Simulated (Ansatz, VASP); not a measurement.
HgTe in VASP and in Ansatz

File INCAR:

```
  PREC = Accurate
  ENCUT = 520
  EDIFF = 1E-6
  ISMEAR = -1
  SIGMA = 0.03
  LREAL = F
  LASPH = T
  NELM = 100
  ALGO = Normal
  ISIF = 2
  LWAVE = F
  LCHARG = T
  GGA = PE
  LELF = T
  LVHAR = T
  NBANDS = 16
```

KPOINTS

```
Automatic mesh
0
Gamma
  11 11 11
```

POSCAR

```
HgTe
1.0
    0.0000000000      3.2342093810      3.2342093810
    3.2342093810      0.0000000000      3.2342093810
    3.2342093810      3.2342093810      0.0000000000
Hg Te
1 1
Direct
    0.0000000000      0.0000000000      0.0000000000
    0.7500000000      0.7500000000      0.7500000000
```

Input for Ansatz:

```yaml
crystal:
  lattice:
    - [0.0, 3.234209381, 3.234209381]
    - [3.234209381, 0.0, 3.234209381]
    - [3.234209381, 3.234209381, 0.0]
  atoms:
    - { symbol: Hg, position: [0.0, 0.0, 0.0] }
    - { symbol: Te, position: [0.75, 0.75, 0.75] }
kpoints:
  mp_grid: { grid: [11, 11, 11] }
  band_path:
    path:
      - [0.0, 0.0, 0.0]
      - [-0.5, -0.5, 0.0]
      - [-0.375, -0.375, 0.25]
      - [-0.375, 0.0, 0.375]
      - [0.0, 0.0, 0.0]
      - [0.0, 0.0, 0.5]
      - [-0.5, -0.25, 0.25]
      - [-0.5, -0.5, 0.0]
    npoints: 5
scf:
  occupations: { method: fermi_dirac, width: 0.03 }
hamiltonian:
  xc: pbe
  pseudopotentials: { kind: all_electron, lapw: { basis_error: 0.0005 } }
output:
  forces: true
  stress: true
  eigenvalues: true
```

Change from the starting cell: volume scaled by 1.01.

Alike in both runs: task single point; functional PBE; k mesh 11 × 11 × 11; occupations fermi-dirac, width 0.03 eV; no spin polarisation.

```csv
,VASP,Ansatz
version,VASP 6.6.1,Ansatz 0.2.0
potentials or method,"VASP PAW PBE potentials, release 64 (Hg, Te), cutoff 520 eV","all-electron LAPW, scalar-relativistic"
```

```csv
,VASP,Ansatz,Ansatz less VASP
pressure (GPa),3.6,3.5,-0.07
```

Ansatz ran all-electron here, and VASP with PAW potentials.

Spin-orbit coupling is off throughout.
